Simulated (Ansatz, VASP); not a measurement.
**Mg4SiS2 in VASP and in Ansatz**

```
CELL_PARAMETERS angstrom
-2.40947 2.40947 6.96357
2.40947 -2.40947 6.96357
2.40947 2.40947 -6.96357
ATOMIC_POSITIONS crystal
Mg 0.00000 0.50000 0.50000
Mg 0.50000 0.00000 0.50000
Mg 0.25000 0.75000 0.50000
Mg 0.75000 0.25000 0.50000
Si 0.00000 0.00000 0.00000
S 0.68093 0.68093 0.00000
S 0.31907 0.31907 0.00000
```

Alike in both runs: functional PBE; k mesh 12 × 12 × 12; occupations gaussian, width 0.1 eV; no spin polarisation.

Ansatz relaxed the structure, and its values are those at the end. VASP's run is a single point on that final structure, the one shown.

|  | VASP | Ansatz |
| --- | --- | --- |
| version | VASP 6.6.1 | Ansatz 0.2.0 |
| potentials or method | VASP PAW PBE potentials, release 64 (Mg, Si, S), cutoff 520 eV | scalar-relativistic, plane waves, PAW |
| valence electrons in the cell | 24 | 56 |

|  | VASP | Ansatz | Ansatz less VASP |
| --- | --- | --- | --- |
| pressure (GPa) | -0.1 | 0.0 | +0.10 |

The functional is the same, so the differences come from potentials, cutoffs and numerics. VASP's potentials hold 24 valence electrons a cell and Ansatz's 56, so a difference there can come from the potentials and not from the codes.
